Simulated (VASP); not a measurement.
KMgF3:

```
CELL_PARAMETERS angstrom
3.98590 0.00000 0.00000
0.00000 3.98590 0.00000
0.00000 0.00000 3.98590
ATOMIC_POSITIONS crystal
K 0.50000 0.50000 0.50000
Mg 0.00000 0.00000 0.00000
F 0.50000 0.00000 0.00000
F 0.00000 0.50000 0.00000
F 0.00000 0.00000 0.50000
```

| Quantity | Value |
| --- | --- |
| Program | VASP 6.6.1 |
| Task | relaxation of cell and atoms |
| Functional | PBE |
| Dispersion | D4 |
| Potentials or basis | VASP PAW PBE potentials, release 64 (K_sv, Mg, F) |
| Cutoff | 600 eV |
| k mesh | 6 × 6 × 6 |
| Occupations | gaussian, width 0.01 eV |
| Spin | no spin polarisation |

At the start: pressure 2.2 GPa; volume 12.67 Å³/atom.

Where does the relaxation end?

Over 3 steps the energy falls by 2.5 meV/atom and the volume is 13.04 Å³/atom (+3.0 %); space group Pm-3m (No. 221, to 0.05 Å).

The path:
```
step  energy change (eV)  largest force (eV/Å)  pressure (GPa)  volume (Å³)
   1              0.0000                0.0000            2.16        63.33
   2             -0.0120                0.0000            0.31        64.91
   3             -0.0123                0.0000           -0.01        65.21
```

Final structure:
```
K Mg F
1.0
     4.02502    0.00000    0.00000
     0.00000    4.02502    0.00000
     0.00000    0.00000    4.02502
K Mg F
1 1 3
Direct
  0.50000 0.50000 0.50000
  0.00000 0.00000 0.00000
  0.50000 0.00000 0.00000
  0.00000 0.50000 0.00000
  0.00000 0.00000 0.50000
```
